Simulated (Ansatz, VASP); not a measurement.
Si2Ni in VASP and in Ansatz

Contents of INCAR:

```
SYSTEM = Si2Ni
  PREC = Accurate
  ENCUT = 520
  EDIFF = 1E-6
  ISMEAR = 0
  SIGMA = 0.05
  LREAL = .False.
  LASPH = .True.
  NELM = 150
  ALGO = Normal
  ISIF = 2
  LWAVE = .False.
  LCHARG = .True.
  ISPIN = 2
  MAGMOM = 0 0 0.05
  LORBIT = 11
  LMAXMIX = 4
  GGA = PE
  IVDW = 13
  LELF = .True.
  LVHAR = .True.
  NBANDS = 20
```

Contents of KPOINTS:

```
regular mesh
0
Gamma
  8 8 8
  0 0 0
```

File POSCAR:

```
Si2Ni
1.0
    0.0000000000      2.7237363735      2.7237363735
    2.7237363735      0.0000000000      2.7237363735
    2.7237363735      2.7237363735      0.0000000000
Si Ni
2 1
Direct
    0.2500000000      0.2500000000      0.2500000000
    0.7500000000      0.7500000000      0.7500000000
    0.0000000000      0.0000000000      0.0000000000
```

Input for Ansatz:

```yaml
crystal:
  lattice:
    - [0.0, 2.7237363735, 2.7237363735]
    - [2.7237363735, 0.0, 2.7237363735]
    - [2.7237363735, 2.7237363735, 0.0]
  atoms:
    - { symbol: Si, position: [0.25, 0.25, 0.25] }
    - { symbol: Si, position: [0.75, 0.75, 0.75] }
    - { symbol: Ni, position: [0.0, 0.0, 0.0], spin: 0.05 }
basis:
  ecutwfc: 420
  ecutrho_ratio: 4
kpoints:
  mp_grid: { grid: [8, 8, 8] }
hamiltonian:
  xc: pbe
  dispersion: d4
scf:
  occupations: { method: gaussian, width: 0.05 }
output:
  forces: true
  stress: true
  eigenvalues: true
  populations: true
magnetization:
  spin_polarized: true
```

Alike in both runs: task single point; functional PBE; dispersion D4; k mesh 8 × 8 × 8; occupations gaussian, width 0.05 eV; collinear spin.

|  | VASP | Ansatz |
| --- | --- | --- |
| version | VASP 6.6.1 | Ansatz 0.2.0 |
| potentials or method | VASP PAW PBE potentials, release 64 (Si, Ni), cutoff 520 eV | scalar-relativistic, plane waves, PAW |
| valence electrons in the cell | 18 | 26 |

```csv
,VASP,Ansatz,Ansatz less VASP
gap on the k mesh at the Fermi level (eV),none,none,-
pressure (GPa),-5.3,-5.4,-0.12
net moment per atom (μB),0.00,0.00,0.000
```

A gap of «none» marks a metal or a gap that the smearing closes. VASP's potentials hold 18 valence electrons a cell and Ansatz's 26, so a difference there can come from the potentials and not from the codes. Ansatz's warnings: seeded moment not kept.
